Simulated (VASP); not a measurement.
# Si5S (P-62m) in VASP: a series of runs, part 2 of 2

VASP 6.6.1. Earlier steps stand in the parts before.

## (3) Relaxation of cell and atoms, PBE

This run uses another cell than the first one, of 19.15 Å³/atom, 1.278 times its volume.

INCAR reads:

```
SYSTEM = Si5S
ALGO     = Normal         ! electronic algorithm
EDIFF    = 1E-6           ! SCF threshold, eV
EDIFFG   = -0.04          ! ionic threshold
ENCUT    = 600            ! plane-wave cutoff, eV
GGA      = PE             ! functional
IBRION   = 2              ! ionic algorithm
ISIF     = 3              ! what is computed and relaxed
ISMEAR   = 0              ! smearing method
LASPH    = .TRUE.         ! aspherical terms in the spheres
LCHARG   = .FALSE.        ! write CHGCAR
LREAL    = .FALSE.        ! projectors in reciprocal space
LWAVE    = .FALSE.        ! write WAVECAR
NELM     = 60             ! most SCF steps
NSW      = 90             ! ionic steps
PREC     = Accurate       ! precision mode
SIGMA    = 0.1            ! smearing width, eV
```

KPOINTS reads:

```
k-points
0
G
  6 6 4
  0 0 0
```

POSCAR reads:

```
Si5S
1.0
    5.2759096300      0.0000000000      0.0000000000
   -2.6379548200      4.5690717700      0.0000000000
    0.0000000000      0.0000000000      4.7665084700
Si S
5 1
Direct
    0.6605330100      0.0000000000      0.0000000000
    0.0000000000      0.6605330100      0.0000000000
    0.3394669900      0.3394669900      0.0000000000
    0.3333333300      0.6666666700      0.5000000000
    0.6666666700      0.3333333300      0.5000000000
    0.0000000000      0.0000000000      0.5000000000
```

Potentials or basis: VASP PAW PBE potentials, release 64 (Si, S).

Started as:

```console
$ cat potpaw_PBE.64/Si/POTCAR potpaw_PBE.64/S/POTCAR > POTCAR
$ mpirun -np 1 vasp_std > vasp.out
```

OUTCAR:

```text
SYSTEM = Si5S
   EDIFF = 1E-6
   EDIFFG = -0.04
   ENCUT = 600
   GGA = PE
   IBRION = 2
   ISIF = 3
   ISMEAR = 0
   LASPH = .TRUE.
   LREAL = .FALSE.
   NELM = 60
   NSW = 90
   PREC = Accurate

 ion  position               nearest neighbor table
   1  0.661  0.000  0.000-   5 2.95   5 2.95   4 2.95   4 2.95   2 3.02   2 3.02   3 3.02   3 3.02
                             3 3.10   2 3.10
   2  0.000  0.661  0.000-   4 2.95   4 2.95   5 2.95   5 2.95   1 3.02   3 3.02   1 3.02   3 3.02
                             3 3.10   1 3.10
   3  0.339  0.339  0.000-   5 2.95   5 2.95   4 2.95   4 2.95   2 3.02   1 3.02   2 3.02   1 3.02
                             1 3.10   2 3.10
   4  0.333  0.667  0.500-   2 2.95   2 2.95   1 2.95   1 2.95   3 2.95   3 2.95   5 3.05   5 3.05
                             5 3.05
   5  0.667  0.333  0.500-   1 2.95   1 2.95   2 2.95   2 2.95   3 2.95   3 2.95   4 3.05   4 3.05
                             4 3.05
   6  0.000  0.000  0.500-

  LATTYP: Found a hexagonal cell.
 ALAT       =     5.2759096300
 C/A-ratio  =     0.9034477094

  Lattice vectors:

 A1 = (   5.2759096300,   0.0000000000,   0.0000000000)
 A2 = (  -2.6379548200,   4.5690717700,   0.0000000000)
 A3 = (   0.0000000000,   0.0000000000,   4.7665084700)

Analysis of symmetry for initial positions (statically):
=====================================================================
 Subroutine PRICEL returns:
 Original cell was already a primitive cell.

 Routine SETGRP: Setting up the symmetry group for a
 hexagonal supercell.

 Subroutine GETGRP returns: Found 12 space group operations
 (whereof 12 operations were pure point group operations)
 out of a pool of 24 trial point group operations.

The static configuration has the point symmetry D_3h.

Analysis of symmetry for dynamics (positions and initial velocities):
=====================================================================
 Subroutine PRICEL returns:
 Original cell was already a primitive cell.

 Routine SETGRP: Setting up the symmetry group for a
 hexagonal supercell.

 Subroutine GETGRP returns: Found 12 space group operations
[... 117 lines left out ...]
   PSTRESS=    0.0 pullay stress
   NELECT =      26.0000    total number of electrons
   NUPDOWN=      -1.0000    fix difference up-down
   EMIN   =  10.00;   EMAX   =-10.00  energy-range for DOS
   EFERMI =   0.00;   METHOD = LEGACY
   ISMEAR =     0;   SIGMA  =   0.10  broadening in eV -4-tet -1-fermi 0-gaus
   EFERMI_NEDOS =   21; number of points for ismear=-14 and -15
   IALGO  =     38    algorithm
   IMIX   =      4    mixing-type and parameters
     AMIX     =   0.40;   BMIX     =  1.00
     AMIX_MAG =   1.60;   BMIX_MAG =  1.00
  volume/ion in A,a.u.               =      19.15       129.23
  Fermi-wavevector in a.u.,A,eV,Ry     =   0.997602  1.885195 13.540655  0.995210
  Thomas-Fermi vector in A             =   2.129769
   LORBIT       =      0    0 simple, 1 ext, 2 COOP (PROOUT), +10 PAW based schemes
   GGA     = PE    functional components
   LHFCALC =     F    Hartree Fock is set to
   AEXX    =    0.0000 exact exchange contribution
   IVDW    =     0    specifies the selected vdW correction
   LEPSILON=     F    determine dielectric tensor
   LRPA    =     F    only Hartree local field effects (RPA)
 conjugate gradient relaxation of ions
 non-spin polarized calculation
 Gauss-broadening in eV      SIGMA  =   0.10
  energy-cutoff  :      600.00
  volume of cell :      114.90
 maximum number of plane-waves:      3852
   NGX = 21   NGY = 21   NGZ = 19

--------------------------------------- Ionic step        1  -------------------------------------------

 number of electron      26.0000000 magnetization

 Free energy of the ion-electron system (eV)
  ---------------------------------------------------
  ext. energy  EPLUGINS =         0.00000000
  ---------------------------------------------------
  free energy    TOTEN  =       -26.72482634 eV

  energy without entropy =      -26.70324394  energy(sigma->0) =      -26.71403514

------------------------ aborting loop because EDIFF is reached ----------------------------------------

  FORCE on cell =-STRESS in cart. coord.  units (eV):
  Direction    XX          YY          ZZ          XY          YZ          ZX
  --------------------------------------------------------------------------------------
  -------------------------------------------------------------------------------------
  Total       -9.0242333     -9.0242333     -7.9337007      0.0000000     -0.0000000      0.0000000
  in kB     -125.8331884   -125.8331885   -110.6268891      0.0000001     -0.0000000      0.0000000
  external PRESSURE =    -120.7644220 kB  Pullay stress =       0.0000000 kB
[... 267 lines left out ...]
--------------------------------------- Ionic step        8  -------------------------------------------

 number of electron      26.0000001 magnetization

 Free energy of the ion-electron system (eV)
  ---------------------------------------------------
  ext. energy  EPLUGINS =         0.00000000
  ---------------------------------------------------
  free energy    TOTEN  =       -27.94805764 eV

  energy without entropy =      -27.93197472  energy(sigma->0) =      -27.94001618

 E-fermi :   9.4920     XC(G=0): -11.0795

 val. band max:        9.4848184715   @ k =   0.5000  -0.0000   0.0000
 cond. band min:       9.5042379004   @ k =   0.0000   0.0000   0.0000
 fundamental gap:      0.0194194290
 Fermi energy:         9.4919515881

 k-point     1 :       0.0000    0.0000    0.0000
  band No.  band energies     occupation
      1      -5.8278      2.00000
      2      -1.3517      2.00000
      3       2.5391      2.00000
      4       2.6881      2.00000
      5       2.8108      2.00000
      6       2.8108      2.00000
[... 442 lines left out ...]
  FREE ENERGIE OF THE ION-ELECTRON SYSTEM (eV)
  ---------------------------------------------------
  free  energy   TOTEN  =       -27.9480576423 eV

  energy  without entropy=      -27.9319747209  energy(sigma->0) =      -27.94001618

 reached required accuracy - stopping structural energy minimisation
```

Run time: 1.9 min. Hardware: 1 thread of Intel Xeon 6975P-C (Granite Rapids), shared host; peak memory 0.27 GiB.

What came out:

* Free energy: -27.9481 eV
* Relaxed volume: 15.06 Å³/atom
* Relaxed cell: a = 4.843 Å, b = 4.843 Å, c = 4.448 Å, α = 90.00°, β = 90.00°, γ = 120.00°
* Space group after relaxing (to 0.05 Å): P-62m (No. 189)
* Energy gained by relaxing: 203.9 meV/atom
* Ionic steps: 8
* Pressure after relaxing: -0.2 GPa
* Largest force after relaxing: 0.026 eV/Å
* Band gap on the k mesh: zero (band 13 reaches 11.06 eV, above the bottom of band 14 at 6.23 eV)

Forces in eV/Å, atoms in the order of the input:
```
Si  -0.026  0.000  0.000
Si   0.013 -0.022  0.000
Si   0.013  0.022  0.000
Si   0.000  0.000  0.000
Si   0.000  0.000  0.000
S    0.000  0.000  0.000
```

The path:
```csv
step,energy change (eV),largest force (eV/Å),pressure (GPa),volume (Å³)
1,0.0000,0.2930,-12.08,114.90
2,-1.1707,0.2677,-2.28,92.53
3,-1.1924,0.2554,-0.16,89.94
4,-1.1926,0.2529,0.24,89.48
5,-1.2021,0.2074,0.24,89.51
6,-1.2166,0.0852,0.31,89.59
7,-1.2170,0.0637,0.33,89.61
8,-1.2232,0.0259,-0.20,90.35
```

Final structure:
```xyz
6
Lattice="4.8428 0.0000 0.0000 -2.4214 4.1940 0.0000 0.0000 0.0000 4.4484" Properties=species:S:1:pos:R:3 pbc="T T T"
Si    3.1064    0.0000    0.0000
Si   -1.5532    2.6902    0.0000
Si    0.8682    1.5037    4.4484
Si    0.0000    2.7960    2.2242
Si    2.4214    1.3980    2.2242
S     0.0000    0.0000    2.2242
```

Caveat: the volume moved by over 15 % at a fixed basis, so the end points are rough.

## (4) Single point, PBE

This run uses another cell than the first one: it holds 12 atoms, not 6.

INCAR reads:

```
ALGO = Normal ; EDIFF = 1E-6
ENCUT = 520 ; GGA = PE
ISIF = 2 ; ISMEAR = 0
LASPH = True ; LCHARG = False
LREAL = False ; LWAVE = False
NBANDS = 38 ; NELM = 100
PREC = Accurate ; SIGMA = 0.2
```

KPOINTS reads:

```
k-points
0
Gamma
  6 4 4
```

POSCAR reads:

```
Si5S
1.0
    0.0000000000      0.0000000000      4.5737114005
    4.7640466699      0.0000000000      0.0000000000
    0.0000000000      8.2515708819      0.0000000000
Si S
10 2
Direct
    0.0000000000      0.1447793738      0.5000000000
    0.0000000000      0.6447793738      1.0000000000
    0.0000000000      0.6776103131      0.3223896869
    0.0000000000      0.1776103131      0.8223896869
    0.0000000000      0.1776103131      0.1776103131
    0.0000000000      0.6776103131      0.6776103131
    0.5000000000      1.0000000000      0.3333333333
    0.5000000000      0.5000000000      0.8333333333
    0.5000000000      0.5000000000      0.1666666667
    0.5000000000      0.0000000000      0.6666666667
    0.5000000000      1.0000000000      0.0000000000
    0.5000000000      0.5000000000      0.5000000000
```

Started as:

```console
$ cat potpaw_PBE.64/Si/POTCAR potpaw_PBE.64/S/POTCAR > POTCAR
$ mpirun -np 1 vasp_std > vasp.out
```

Run time: 87 s. Hardware: 1 thread of Intel Xeon 6975P-C (Granite Rapids), shared host; peak memory 0.37 GiB.

Results (log left out):

- Free energy: -55.9309 eV
- Pressure: 0.0 GPa
- Largest force: 0.099 eV/Å
- Band gap on the k mesh: zero (band 26 reaches 11.05 eV, above the bottom of band 27 at 8.00 eV)

Forces in eV/Å, atoms in the order of the input:
```
Si  -0.017  0.000  0.000
Si  -0.017  0.000  0.000
Si   0.038 -0.091  0.000
Si   0.038 -0.091  0.000
Si   0.038  0.091  0.000
Si   0.038  0.091  0.000
Si  -0.001  0.063  0.000
Si  -0.001  0.063  0.000
Si  -0.001 -0.063  0.000
Si  -0.001 -0.063  0.000
S   -0.058  0.000  0.000
S   -0.058  0.000  0.000
```

Stress tensor (GPa, compression positive):
```
 0.93  0.00  0.00
 0.00  0.68  0.00
 0.00  0.00 -1.52
```

Levels at points of the mesh, in eV from the Fermi level:
| k point | band 22 | band 23 | band 24 | band 25 | band 26 | band 27 | band 28 | band 29 | band 30 | band 31 |
| --- | --- | --- | --- | --- | --- | --- | --- | --- | --- | --- |
| (0.00, 0.00, 0.00) | -1.26 | -0.90 | -0.90 | -0.90 | -0.15 | 0.00 | 0.12 | 0.13 | 0.19 | 0.35 |
| (0.50, 0.00, 0.00) | -3.27 | -1.12 | -0.37 | -0.32 | 0.05 | 0.50 | 0.97 | 1.41 | 1.99 | 1.99 |
| (0.00, 0.50, 0.00) | -3.45 | -0.94 | -0.94 | -0.05 | -0.05 | 0.20 | 0.20 | 1.74 | 1.74 | 1.79 |
| (0.50, 0.50, 0.00) | -0.70 | 0.12 | 0.12 | 1.51 | 1.51 | 1.81 | 1.81 | 2.42 | 2.42 | 2.66 |
| (0.00, 0.00, 0.50) | -1.88 | -1.70 | -1.70 | -1.62 | -1.62 | -1.54 | -1.54 | 0.34 | 0.34 | 1.89 |
| (0.50, 0.00, 0.50) | -2.07 | -1.23 | -1.23 | -0.34 | -0.34 | -0.18 | -0.18 | 0.96 | 0.96 | 1.48 |
| (0.00, 0.50, 0.50) | -2.16 | -1.26 | -1.26 | -0.14 | -0.14 | 0.00 | 0.00 | 0.14 | 0.14 | 0.60 |
| (0.50, 0.50, 0.50) | -0.31 | 0.50 | 0.50 | 1.41 | 1.41 | 1.99 | 1.99 | 1.99 | 1.99 | 2.00 |

## (5) Overview

```tsv
task	cell	k mesh	cutoff (eV)	smearing	gap on the mesh (eV)	pressure (GPa)	largest force (eV/Å)
single point	a = 4.764, b = 4.764, c = 4.574 Å, angles 90.0, 90.0, 120.0°, 6 atoms	12 × 12 × 8	520	gaussian 0.1 eV	none	0.0	-
relaxation of cell and atoms	relaxed from a = 5.276, b = 5.276, c = 4.767 Å, angles 90.0, 90.0, 120.0°, 6 atoms	6 × 6 × 4	600	gaussian 0.1 eV	none	-0.2	0.03
single point	a = 4.574, b = 4.764, c = 8.252 Å, 12 atoms	6 × 4 × 4	520	gaussian 0.2 eV	none	0.0	0.10
```

Alike in all rows: level PBE; potentials or basis VASP PAW PBE potentials, release 64 (Si, S); no spin polarisation.

Caveats: the volume moved by over 15 % at a fixed basis, so the end points are rough (some runs).

Total energies depend on the potentials used, so only differences within one code and one set of settings carry meaning.
